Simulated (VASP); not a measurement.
# GaSe (P6_3/mmc) in VASP: relaxation of cell and atoms with PBEsol

Aim: the relaxation of cell and atoms of GaSe with PBEsol.

All numbers are computed with VASP 6.6.1; they aren't measurements. Logs are shortened: lines on timing, memory, paths and dates and some standing lists are left out, and cuts for length are marked.

### Step 1. The cell of the first run

It takes space group P6_3/mmc (No. 194, hexagonal). The conventional cell has a = 3.753 Å, b = 3.753 Å, c = 16.164 Å, α = 90.00°, β = 90.00°, γ = 120.00°. Ga (site symmetry 3m) has 1 Ga at 2.43 Å and 3 Se at 2.46 Å within 3.2 Å. Within 3.2 Å of Se (site symmetry 3m) lie 3 Ga at 2.46 Å.

### Step 2. Relaxation of cell and atoms, PBEsol

Input file INCAR:

```
  PREC = Accurate
  ENCUT = 500
  EDIFF = 1E-7
  ISMEAR = 0
  SIGMA = 0.02
  LREAL = False
  LASPH = True
  NELM = 120
  ALGO = Normal
  ISIF = 3
  LWAVE = False
  LCHARG = False
  GGA = PS
  IBRION = 2
  NSW = 100
  EDIFFG = -0.005
  GGA_COMPAT = False
  NELMIN = 4
```

Input file KPOINTS:

```
regular mesh
0
Gamma
  12 12 2
```

Input file POSCAR:

```
GaSe
1.0
    3.7525708060      0.0000000000      0.0000000000
   -1.8762854030      3.2498216475      0.0000000000
    0.0000000000      0.0000000000     16.1638315391
Ga Se
4 4
Direct
    0.3333333333      0.6666666667      0.1747215953
    0.6666666667      0.3333333333      0.6747215953
    0.3333333333      0.6666666667      0.3252784047
    0.6666666667      0.3333333333      0.8252784047
    0.3333333333      0.6666666667      0.6024354584
    0.6666666667      0.3333333333      0.1024354584
    0.3333333333      0.6666666667      0.8975645416
    0.6666666667      0.3333333333      0.3975645416
```

Potentials or basis: VASP PAW PBE potentials, release 64 (Ga_d, Se).

Command:

```
$ cat potpaw_PBE.64/Ga_d/POTCAR potpaw_PBE.64/Se/POTCAR > POTCAR
$ mpirun -np 1 vasp_std > vasp.out
```

OUTCAR:

```text
PREC = Accurate
   ENCUT = 500
   EDIFF = 1E-7
   ISMEAR = 0
   LREAL = False
   LASPH = True
   NELM = 120
   ISIF = 3
   GGA = PS
   IBRION = 2
   NSW = 100
   EDIFFG = -0.005
   NELMIN = 4

 ion  position               nearest neighbor table
   1  0.333  0.667  0.175-   3 2.43   6 2.46   6 2.46   6 2.46
   2  0.667  0.333  0.675-   4 2.43   5 2.46   5 2.46   5 2.46
   3  0.333  0.667  0.325-   1 2.43   8 2.46   8 2.46   8 2.46
   4  0.667  0.333  0.825-   2 2.43   7 2.46   7 2.46   7 2.46
   5  0.333  0.667  0.602-   2 2.46   2 2.46   2 2.46
   6  0.667  0.333  0.102-   1 2.46   1 2.46   1 2.46
   7  0.333  0.667  0.898-   4 2.46   4 2.46   4 2.46
   8  0.667  0.333  0.398-   3 2.46   3 2.46   3 2.46

  LATTYP: Found a hexagonal cell.
 ALAT       =     3.7525708060
 C/A-ratio  =     4.3074021450

  Lattice vectors:

 A1 = (   3.7525708060,   0.0000000000,   0.0000000000)
 A2 = (  -1.8762854030,   3.2498216475,   0.0000000000)
 A3 = (   0.0000000000,   0.0000000000,  16.1638315391)

Analysis of symmetry for initial positions (statically):
=====================================================================
 Subroutine PRICEL returns:
 Original cell was already a primitive cell.

 Routine SETGRP: Setting up the symmetry group for a
 hexagonal supercell.

 Subroutine GETGRP returns: Found 24 space group operations
 (whereof 12 operations were pure point group operations)
 out of a pool of 24 trial point group operations.

The static configuration has the point symmetry D_3d.
 The point group associated with its full space group is D_6h.

Analysis of symmetry for dynamics (positions and initial velocities):
=====================================================================
 Subroutine PRICEL returns:
 Original cell was already a primitive cell.

 Routine SETGRP: Setting up the symmetry group for a
 hexagonal supercell.

 Subroutine GETGRP returns: Found 24 space group operations
 (whereof 12 operations were pure point group operations)
 out of a pool of 24 trial point group operations.

The dynamic configuration has the point symmetry D_3d.
 The point group associated with its full space group is D_6h.

 Subroutine INISYM returns: Found 24 space group operations
 (whereof 12 operations are pure point group operations),
 and found     1 'primitive' translations

----------------------------------------------------------------------------------------

                                     Primitive cell

  volume of cell :     197.1209

  direct lattice vectors                    reciprocal lattice vectors
     3.752570806  0.000000000  0.000000000     0.266483979  0.153854597  0.000000000
    -1.876285403  3.249821648  0.000000000     0.000000000  0.307709194  0.000000000
     0.000000000  0.000000000 16.163831539     0.000000000  0.000000000  0.061866520

  length of vectors
     3.752570806  3.752570806 16.163831539     0.307709194  0.307709194  0.061866520

  position of ions in fractional coordinates (direct lattice)
     0.333333333  0.666666667  0.174721595
     0.666666667  0.333333333  0.674721595
     0.333333333  0.666666667  0.325278405
     0.666666667  0.333333333  0.825278405
     0.333333333  0.666666667  0.602435458
     0.666666667  0.333333333  0.102435458
     0.333333333  0.666666667  0.897564542
     0.666666667  0.333333333  0.397564542

  ion indices of the primitive-cell ions
   primitive index   ion index
                 1           1
                 2           2
                 3           3
                 4           4
                 5           5
                 6           6
                 7           7
                 8           8

----------------------------------------------------------------------------------------

 KPOINTS: regular mesh

Automatic generation of k-mesh.
 Grid dimensions read from file:
 generate k-points for:   12   12    2

 Generating k-lattice:

  Cartesian coordinates                     Fractional coordinates (reciprocal lattice)
     0.022206998  0.012821216  0.000000000     0.083333333  0.000000000  0.000000000
     0.000000000  0.025642433  0.000000000     0.000000000  0.083333333  0.000000000
     0.000000000  0.000000000  0.030933260     0.000000000  0.000000000  0.500000000

  Length of vectors
     0.025642433  0.025642433  0.030933260

  Shift w.r.t. Gamma in fractional coordinates (k-lattice)
     0.000000000  0.000000000  0.000000000

 Subroutine IBZKPT returns following result:
 ===========================================

 Found     38 irreducible k-points:

 Following reciprocal coordinates:
            Coordinates               Weight
  0.000000  0.000000  0.000000      1.000000
  0.083333  0.000000  0.000000      6.000000
  0.166667  0.000000  0.000000      6.000000
  0.250000  0.000000  0.000000      6.000000
  0.333333  0.000000  0.000000      6.000000
  0.416667 -0.000000  0.000000      6.000000
[... 16 lines left out ...]
  0.250000  0.000000  0.500000      6.000000
  0.333333  0.000000  0.500000      6.000000
 [... further k-points ...]
   k-points           NKPTS =     38   k-points in BZ     NKDIM =     38   number of bands    NBANDS=     45
   number of dos      NEDOS =    301   number of ions     NIONS =      8
   total plane-waves  NPLWV =  94080
   dimension x,y,z NGX =    28 NGY =   28 NGZ =  120
   dimension x,y,z NGXF=    56 NGYF=   56 NGZF=  240
   ions per type =               4   4
   NGX,Y,Z   is equivalent  to a cutoff of  12.40, 12.40, 12.34 a.u.
   NGXF,Y,Z  is equivalent  to a cutoff of  24.81, 24.81, 24.68 a.u.
 SYSTEM =  unknown system
   PREC   = accura    normal or accurate (medium, high low for compatibility)
   ISTART =      0    job   : 0-new  1-cont  2-samecut
   ICHARG =      2    charge: 1-file 2-atom 10-const
   ISPIN  =      1    spin polarized calculation?
   LNONCOLLINEAR =      F non collinear calculations
   LSORBIT =      F    spin-orbit coupling
   LASPH  =      T    aspherical Exc in radial PAW
   ENCUT  =  500.0 eV  36.75 Ry    6.06 a.u.   6.84  6.84 29.47*2*pi/ulx,y,z
   NELM   =    120;   NELMIN=  4; NELMDL= -5     # of ELM steps
   EDIFF  = 0.1E-06   stopping-criterion for ELM
   LREAL  =      F    real-space projection
   EDIFFG = -.5E-02   stopping-criterion for IOM
   NSW    =    100    number of steps for IOM
   IBRION =      2    ionic relax: 0-MD 1-quasi-New 2-CG
   NFREE  =      1    steps in history (QN), initial steepest desc. (CG)
   ISIF   =      3    stress and relaxation
   ISYM   =      2    0-nonsym 1-usesym 2-fastsym
   POTIM  = 0.5000    time-step for ionic-motion
   TEBEG  =    0.0;   TEEND  =   0.0 temperature during run
   PSTRESS=    0.0 pullay stress
   NELECT =      76.0000    total number of electrons
   NUPDOWN=      -1.0000    fix difference up-down
   EMIN   =  10.00;   EMAX   =-10.00  energy-range for DOS
   EFERMI =   0.00;   METHOD = LEGACY
   ISMEAR =     0;   SIGMA  =   0.02  broadening in eV -4-tet -1-fermi 0-gaus
   EFERMI_NEDOS =   21; number of points for ismear=-14 and -15
   IALGO  =     38    algorithm
   IMIX   =      4    mixing-type and parameters
     AMIX     =   0.40;   BMIX     =  1.00
     AMIX_MAG =   1.60;   BMIX_MAG =  1.00
  volume/ion in A,a.u.               =      24.64       166.28
  Fermi-wavevector in a.u.,A,eV,Ry     =   1.191521  2.251649 19.316502  1.419723
  Thomas-Fermi vector in A             =   2.327581
   LORBIT       =      0    0 simple, 1 ext, 2 COOP (PROOUT), +10 PAW based schemes
   GGA     = PS    functional components
   LHFCALC =     F    Hartree Fock is set to
   AEXX    =    0.0000 exact exchange contribution
   IVDW    =     0    specifies the selected vdW correction
   LEPSILON=     F    determine dielectric tensor
   LRPA    =     F    only Hartree local field effects (RPA)
 conjugate gradient relaxation of ions
 non-spin polarized calculation
 Gauss-broadening in eV      SIGMA  =   0.02
  energy-cutoff  :      500.00
  volume of cell :      197.12
 maximum number of plane-waves:      5042
 NGX is ok and might be reduce to    28
   NGX = 13   NGY = 13   NGZ = 59

--------------------------------------- Ionic step        1  -------------------------------------------

 number of electron      76.0000047 magnetization

 Free energy of the ion-electron system (eV)
  ---------------------------------------------------
  ext. energy  EPLUGINS =         0.00000000
  ---------------------------------------------------
  free energy    TOTEN  =       -33.25078598 eV

  energy without entropy =      -33.25078598  energy(sigma->0) =      -33.25078598

------------------------ aborting loop because EDIFF is reached ----------------------------------------

  FORCE on cell =-STRESS in cart. coord.  units (eV):
  Direction    XX          YY          ZZ          XY          YZ          ZX
  --------------------------------------------------------------------------------------
  -------------------------------------------------------------------------------------
  Total       -0.0442867     -0.0442867      0.2201873      0.0000000     -0.0000000      0.0000000
  in kB       -0.3599577     -0.3599577      1.7896579      0.0000000     -0.0000000      0.0000000
  external PRESSURE =       0.3565808 kB  Pullay stress =       0.0000000 kB
[... 107 lines left out ...]
  FREE ENERGIE OF THE ION-ELECTRON SYSTEM (eV)
  ---------------------------------------------------
  free  energy   TOTEN  =       -33.2512808527 eV

  energy  without entropy=      -33.2512808527  energy(sigma->0) =      -33.25128085

[... ionic steps 4 to 17 ...]

--------------------------------------- Ionic step       18  -------------------------------------------

 number of electron      76.0000037 magnetization

------------------------ aborting loop because EDIFF is reached ----------------------------------------

  FORCE on cell =-STRESS in cart. coord.  units (eV):
  Direction    XX          YY          ZZ          XY          YZ          ZX
  --------------------------------------------------------------------------------------
  -------------------------------------------------------------------------------------
  Total       -0.0704722     -0.0704722      0.0825178      0.0000000      0.0000000     -0.0000000
  in kB       -0.5683735     -0.5683735      0.6655241      0.0000000      0.0000000     -0.0000000
  external PRESSURE =      -0.1570743 kB  Pullay stress =       0.0000000 kB
[... 69 lines left out ...]
  energy  without entropy=      -33.2526712857  energy(sigma->0) =      -33.25267129

--------------------------------------- Ionic step       20  -------------------------------------------

 number of electron      76.0000036 magnetization

 Free energy of the ion-electron system (eV)
  ---------------------------------------------------
  ext. energy  EPLUGINS =         0.00000000
  ---------------------------------------------------
  free energy    TOTEN  =       -33.25269329 eV

  energy without entropy =      -33.25269329  energy(sigma->0) =      -33.25269329

 E-fermi :   3.1767     XC(G=0):  -9.3505

 val. band max:        3.0732593070   @ k =   0.0000   0.0000   0.0000
 cond. band min:       4.0927332925   @ k =   0.0000   0.0000   0.0000
 fundamental gap:      1.0194739855
 Fermi energy:         3.1767141739

 k-point     1 :       0.0000    0.0000    0.0000
  band No.  band energies     occupation
      1     -11.9632      2.00000
      2     -11.9627      2.00000
      3     -11.8331      2.00000
      4     -11.8331      2.00000
      5     -11.8330      2.00000
      6     -11.8330      2.00000
[... 1141 lines left out ...]
     44       7.1963      0.00000
     45       7.3884      0.00000

 [... further k-points ...]
[... 5 lines left out ...]
  --------------------------------------------------------------------------------------
  -------------------------------------------------------------------------------------
  Total        0.0198409      0.0198409      0.0390926      0.0000000      0.0000000      0.0000000
  in kB        0.1601310      0.1601310      0.3155074      0.0000000      0.0000000      0.0000000
  external PRESSURE =       0.2119231 kB  Pullay stress =       0.0000000 kB
[... 23 lines left out ...]
  FREE ENERGIE OF THE ION-ELECTRON SYSTEM (eV)
  ---------------------------------------------------
  free  energy   TOTEN  =       -33.2526932942 eV

  energy  without entropy=      -33.2526932942  energy(sigma->0) =      -33.25269329

 reached required accuracy - stopping structural energy minimisation
```

Run time: 26 min. Hardware: 1 thread of Intel Xeon 6975P-C (Granite Rapids), shared host; peak memory 0.46 GiB.

What came out:

| Property | Result |
| --- | --- |
| Free energy | -33.2527 eV |
| Relaxed volume | 24.81 Å³/atom |
| Relaxed cell | a = 3.747 Å, b = 3.747 Å, c = 16.326 Å, α = 90.00°, β = 90.00°, γ = 120.00° |
| Space group after relaxing (to 0.1 Å) | P6_3/mmc (No. 194) |
| Energy gained by relaxing | 0.2 meV/atom |
| Ionic steps | 20 |
| Pressure after relaxing | 0.0 GPa |
| Band gap on the k mesh | 1.02 eV |

Step by step:
```
step  energy change (eV)  largest force (eV/Å)  pressure (GPa)  volume (Å³)
   1              0.0000                0.0431            0.04       197.12
   2             -0.0005                0.0137           -0.03       197.28
   3             -0.0005                0.0259           -0.07       197.34
   4             -0.0007                0.0211            0.04       197.09
   5             -0.0007                0.0211            0.03       197.08
   6             -0.0008                0.0167            0.03       197.17
   7             -0.0011                0.0255            0.03       197.45
   8             -0.0012                0.0613            0.07       197.99
   9             -0.0012                0.0604            0.04       198.03
  10             -0.0013                0.0581            0.04       198.13
  11             -0.0014                0.0535            0.01       198.33
  12             -0.0015                0.0445           -0.04       198.73
  13             -0.0015                0.0412           -0.05       198.88
  14             -0.0016                0.0339           -0.05       198.85
  15             -0.0018                0.0118           -0.02       198.75
  16             -0.0018                0.0332            0.03       198.56
  17             -0.0018                0.0072           -0.03       198.67
  18             -0.0018                0.0111           -0.02       198.65
  19             -0.0019                0.0068            0.00       198.60
  20             -0.0019                0.0006            0.02       198.52
```

Final structure:
```xyz
8
Lattice="3.7471 0.0000 0.0000 -1.8735 3.2451 0.0000 0.0000 0.0000 16.3259" Properties=species:S:1:pos:R:3 pbc="T T T"
Ga    0.0000    2.1634    2.8659
Ga    1.8735    1.0817   11.0288
Ga    0.0000    2.1634    5.2971
Ga    1.8735    1.0817   13.4600
Se    0.0000    2.1634    9.8545
Se    1.8735    1.0817    1.6915
Se    0.0000    2.1634   14.6343
Se    1.8735    1.0817    6.4714
```

Caveat: the PAW data sets were made with another functional, which shifts forces and pressure a little; this functional lacks dispersion, which binds layers or chains, so the pressure and a relaxed spacing across them are unreliable. PBEsol gaps usually lie below the measured ones, often by a third to a half.
